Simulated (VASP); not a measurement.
# Li2S (Fm-3m) in VASP: single point with PBE

Aim: the single point of Li2S with PBE.

All numbers are computed with VASP 6.6.1; they aren't measurements. Logs are shortened: lines on timing, memory, paths and dates and some standing lists are left out, and cuts for length are marked.

### 1 The cell of the first run

It takes space group Fm-3m (No. 225, cubic). Conventional cell: a = 5.648 Å, b = 5.648 Å, c = 5.648 Å, α = 90.00°, β = 90.00°, γ = 90.00°. Within 3.2 Å of Li (site symmetry -43m) lie 4 S at 2.45 Å and 6 Li at 2.82 Å. S (site symmetry m-3m) has 8 Li at 2.45 Å within 3.2 Å.

### 2 Single point, PBE (volume scaled by 0.97)

INCAR reads:

```
PREC = Accurate
ENCUT = 750
EDIFF = 1E-6
ISMEAR = 0
SIGMA = 0.02
LREAL = F
LASPH = T
NELM = 120
ALGO = Normal
ISIF = 2
LWAVE = F
LCHARG = T
GGA = PE
LELF = T
LVHAR = T
NBANDS = 13
GGA_COMPAT = F
```

KPOINTS reads:

```
regular mesh
0
Gamma
  8 8 8
```

POSCAR reads:

```
Li2S
1.0
    0.0000000000      2.8239976704      2.8239976704
    2.8239976704      0.0000000000      2.8239976704
    2.8239976704      2.8239976704      0.0000000000
Li S
2 1
Direct
    0.2500000000      0.2500000000      0.2500000000
    0.7500000000      0.7500000000      0.7500000000
    0.0000000000      0.0000000000      0.0000000000
```

Potentials or basis: VASP PAW PBE potentials, release 64 (Li_sv, S).

Started as:

```bash
$ cat potpaw_PBE.64/Li_sv/POTCAR potpaw_PBE.64/S/POTCAR > POTCAR
$ mpirun -np 1 vasp_std > vasp.out
```

OUTCAR:

```text
PREC = Accurate
   ENCUT = 750
   EDIFF = 1E-6
   ISMEAR = 0
   LREAL = F
   LASPH = T
   NELM = 120
   ISIF = 2
   GGA = PE

 ion  position               nearest neighbor table
   1  0.250  0.250  0.250-   3 2.45   3 2.45   3 2.45   3 2.45
   2  0.750  0.750  0.750-   3 2.45   3 2.45   3 2.45   3 2.45
   3  0.000  0.000  0.000-   2 2.45   2 2.45   2 2.45   1 2.45   1 2.45   1 2.45   2 2.45   1 2.45

  LATTYP: Found a face centered cubic cell.
 ALAT       =     5.6479953408

  Lattice vectors:

 A1 = (   0.0000000000,   2.8239976704,   2.8239976704)
 A2 = (   2.8239976704,   0.0000000000,   2.8239976704)
 A3 = (   2.8239976704,   2.8239976704,   0.0000000000)

Analysis of symmetry for initial positions (statically):
=====================================================================
 Subroutine PRICEL returns:
 Original cell was already a primitive cell.

 Routine SETGRP: Setting up the symmetry group for a
 face centered cubic supercell.

 Subroutine GETGRP returns: Found 48 space group operations
 (whereof 48 operations were pure point group operations)
 out of a pool of 48 trial point group operations.

The static configuration has the point symmetry O_h .

Analysis of symmetry for dynamics (positions and initial velocities):
=====================================================================
 Subroutine PRICEL returns:
 Original cell was already a primitive cell.

 Routine SETGRP: Setting up the symmetry group for a
 face centered cubic supercell.

 Subroutine GETGRP returns: Found 48 space group operations
 (whereof 48 operations were pure point group operations)
 out of a pool of 48 trial point group operations.

The dynamic configuration has the point symmetry O_h .

 Subroutine INISYM returns: Found 48 space group operations
 (whereof 48 operations are pure point group operations),
 and found     1 'primitive' translations

----------------------------------------------------------------------------------------

                                     Primitive cell

  volume of cell :      45.0426

  direct lattice vectors                    reciprocal lattice vectors
     0.000000000  2.823997670  2.823997670    -0.177053970  0.177053970  0.177053970
     2.823997670  0.000000000  2.823997670     0.177053970 -0.177053970  0.177053970
     2.823997670  2.823997670  0.000000000     0.177053970  0.177053970 -0.177053970

  length of vectors
     3.993735806  3.993735806  3.993735806     0.306666472  0.306666472  0.306666472

  position of ions in fractional coordinates (direct lattice)
[... 87 lines left out ...]
   ISIF   =      2    stress and relaxation
   ISYM   =      2    0-nonsym 1-usesym 2-fastsym
   POTIM  = 0.5000    time-step for ionic-motion
   TEBEG  =    0.0;   TEEND  =   0.0 temperature during run
   PSTRESS=    0.0 pullay stress
   NELECT =      12.0000    total number of electrons
   NUPDOWN=      -1.0000    fix difference up-down
   EMIN   =  10.00;   EMAX   =-10.00  energy-range for DOS
   EFERMI =   0.00;   METHOD = LEGACY
   ISMEAR =     0;   SIGMA  =   0.02  broadening in eV -4-tet -1-fermi 0-gaus
   EFERMI_NEDOS =   21; number of points for ismear=-14 and -15
   IALGO  =     38    algorithm
   IMIX   =      4    mixing-type and parameters
     AMIX     =   0.40;   BMIX     =  1.00
     AMIX_MAG =   1.60;   BMIX_MAG =  1.00
  volume/ion in A,a.u.               =      15.01       101.32
  Fermi-wavevector in a.u.,A,eV,Ry     =   1.053402  1.990642 15.097791  1.109656
  Thomas-Fermi vector in A             =   2.188523
   LORBIT       =      0    0 simple, 1 ext, 2 COOP (PROOUT), +10 PAW based schemes
   GGA     = PE    functional components
   LHFCALC =     F    Hartree Fock is set to
   AEXX    =    0.0000 exact exchange contribution
   IVDW    =     0    specifies the selected vdW correction
   LEPSILON=     F    determine dielectric tensor
   LRPA    =     F    only Hartree local field effects (RPA)
 non-spin polarized calculation
 Gauss-broadening in eV      SIGMA  =   0.02
  energy-cutoff  :      750.00
  volume of cell :       45.04
 maximum number of plane-waves:      2120
   NGX = 17   NGY = 17   NGZ = 17

 number of electron      11.9999996 magnetization

 Free energy of the ion-electron system (eV)
  ---------------------------------------------------
  ext. energy  EPLUGINS =         0.00000000
  ---------------------------------------------------
  free energy    TOTEN  =       -11.98967465 eV

  energy without entropy =      -11.98967465  energy(sigma->0) =      -11.98967465

 E-fermi :   1.7575     XC(G=0):  -8.6080

 val. band max:        1.6270144972   @ k =   0.0000   0.0000   0.0000
 cond. band min:       4.9989972660   @ k =   0.5000   0.5000   0.0000
 fundamental gap:      3.3719827687
 Fermi energy:         1.7574910860

 k-point     1 :       0.0000    0.0000    0.0000
  band No.  band energies     occupation
      1     -42.4953      2.00000
      2     -42.4481      2.00000
      3      -9.4690      2.00000
      4       1.6270      2.00000
      5       1.6270      2.00000
      6       1.6270      2.00000
      7       6.0330      0.00000
      8       7.8690      0.00000
      9       7.8690      0.00000
     10       7.8690      0.00000
     11      12.8758      0.00000
     12      12.8758      0.00000
     13      14.1898      0.00000
[... 354 lines left out ...]
  band No.  band energies     occupation
      1     -42.4707      2.00000
      2     -42.4706      2.00000
      3      -8.9439      2.00000
      4      -1.0293      2.00000
      5       0.3449      2.00000
      6       0.6889      2.00000
      7       7.5205      0.00000
      8       8.3615      0.00000
      9      10.0791      0.00000
     10      10.7403      0.00000
     11      12.0894      0.00000
     12      13.4520      0.00000
     13      15.1657      0.00000

 [... further k-points ...]
[... 5 lines left out ...]
  --------------------------------------------------------------------------------------
  -------------------------------------------------------------------------------------
  Total        0.3319442      0.3319442      0.3319442      0.0000000      0.0000000      0.0000000
  in kB       11.8073563     11.8073563     11.8073563      0.0000000      0.0000000      0.0000000
  external PRESSURE =      11.8073563 kB  Pullay stress =       0.0000000 kB

 VOLUME and BASIS-vectors are now :
 -----------------------------------------------------------------------------
  energy-cutoff  :      750.00
  volume of cell :       45.04
      direct lattice vectors                 reciprocal lattice vectors
     0.000000000  2.823997670  2.823997670    -0.177053970  0.177053970  0.177053970
     2.823997670  0.000000000  2.823997670     0.177053970 -0.177053970  0.177053970
     2.823997670  2.823997670  0.000000000     0.177053970  0.177053970 -0.177053970

 POSITION                                       TOTAL-FORCE (eV/Angst)
 -----------------------------------------------------------------------------------
      1.41200      1.41200      1.41200         0.000000      0.000000     -0.000000
      4.23600      4.23600      4.23600        -0.000000     -0.000000      0.000000
      0.00000      0.00000      0.00000         0.000000     -0.000000      0.000000
 -----------------------------------------------------------------------------------
    total drift:                                0.000000      0.000000      0.000000

  FREE ENERGIE OF THE ION-ELECTRON SYSTEM (eV)
  ---------------------------------------------------
  free  energy   TOTEN  =       -11.9896746500 eV

  energy  without entropy=      -11.9896746500  energy(sigma->0) =      -11.98967465
```

OSZICAR:

```text
N       E                     dE             d eps       ncg     rms          rms(c)
DAV:   1     0.567516584388E+02    0.56752E+02   -0.64948E+03   754   0.116E+03
DAV:   2    -0.433487295658E+01   -0.61087E+02   -0.57837E+02   915   0.232E+02
DAV:   3    -0.120072397978E+02   -0.76724E+01   -0.76223E+01  1448   0.534E+01
DAV:   4    -0.122832543849E+02   -0.27601E+00   -0.27590E+00   970   0.123E+01
DAV:   5    -0.122895277135E+02   -0.62733E-02   -0.62730E-02  1194   0.164E+00    0.393E+00
DAV:   6    -0.119954267663E+02    0.29410E+00   -0.49070E-01   908   0.282E+00    0.296E+00
DAV:   7    -0.119792577136E+02    0.16169E-01   -0.13746E-01  1067   0.167E+00    0.182E+00
DAV:   8    -0.119900507914E+02   -0.10793E-01   -0.28243E-02   975   0.930E-01    0.772E-01
DAV:   9    -0.119895256633E+02    0.52513E-03   -0.87284E-04  1027   0.176E-01    0.477E-01
DAV:  10    -0.119896995252E+02   -0.17386E-03   -0.14379E-03   844   0.187E-01    0.277E-01
DAV:  11    -0.119896725783E+02    0.26947E-04   -0.89036E-05  1063   0.621E-02    0.998E-02
DAV:  12    -0.119896738719E+02   -0.12935E-05   -0.23958E-06   964   0.120E-02    0.735E-02
DAV:  13    -0.119896746318E+02   -0.75996E-06   -0.10073E-05   928   0.156E-02    0.268E-03
DAV:  14    -0.119896746500E+02   -0.18166E-07   -0.43477E-07   611   0.573E-03
   1 F= -.11989675E+02 E0= -.11989675E+02  d E =-.217060E-22
```

stdout:

```text
POSCAR found type information on POSCAR LiS
 POSCAR found :  2 types and       3 ions
 scaLAPACK will be used
 LDA part: xc-table for (Slater+PW92), standard interpolation
 POSCAR, INCAR and KPOINTS ok, starting setup
 FFT: planning ... GRIDC
 FFT: planning ... GRID_SOFT
 FFT: planning ... GRID
 WAVECAR not read
 entering main loop
```

It took 28 s on 1 thread of Intel Xeon 6975P-C, shared host; peak memory 0.2 GiB.

Results:

| Item | Value |
| --- | --- |
| Free energy | -11.9897 eV |
| Pressure | 1.2 GPa |
| Band gap on the k mesh | 3.37 eV, indirect (least direct gap 4.41 eV) |

 A k mesh can miss the band edges.
